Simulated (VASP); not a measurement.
A run of VASP 6.6.1:

Contents of POSCAR:

```
Re
1.0
    2.7511205841      0.0000000000      0.0000000000
   -1.3755602920      2.3825403147      0.0000000000
    0.0000000000      0.0000000000      4.4535312720
Re
2
Direct
    0.6666666667      0.3333333333      0.7500000000
    0.3333333333      0.6666666667      0.2500000000
```

The input INCAR.step1:

```
SYSTEM = Re
PREC = Accurate
ENCUT = 610
ISMEAR = -1
SIGMA = 0.05
LREAL = .False.
LASPH = .True.
NELM = 120
NBANDS = 22
GGA = PE
ALGO = Normal
EDIFF = 1E-5
LWAVE = .True.
LCHARG = .False.
GGA_COMPAT = .False.
```

The input INCAR.step2:

```
SYSTEM = Re
PREC = Accurate
ENCUT = 610
EDIFF = 1E-6
ISMEAR = -1
SIGMA = 0.05
LREAL = .False.
LASPH = .True.
NELM = 120
ALGO = Normal
ISIF = 2
LWAVE = .False.
LCHARG = .False.
METAGGA = R2SCAN
LMIXTAU = .True.
LUSE_VDW = .True.
IVDW_NL = 2
BPARAM = 11.95
CPARAM = 0.0093
NBANDS = 22
ISTART = 1
GGA_COMPAT = .False.
```

KPOINTS

```
Automatic mesh
0
Gamma
  11 11 6
  0 0 0
```

Potentials or basis: VASP PAW PBE potentials, release 64 (Re_sv_GW).

Command:

```sh
$ cat potpaw_PBE.64/Re_sv_GW/POTCAR > POTCAR
$ cp INCAR.step1 INCAR
$ mpirun -np 1 vasp_std > vasp.out
$ cp INCAR.step2 INCAR
$ mpirun -np 1 vasp_std > vasp.out
```

Hardware: 1 thread of Intel(R) Xeon(R) 6975P-C (Granite Rapids) (shared host).

Q: How long does it take, and how much memory?

A: Run time: 2.1 min on 1 thread of Intel(R) Xeon(R) 6975P-C (Granite Rapids) (shared host), peak memory 0.28 GiB. Counts: k points 64.
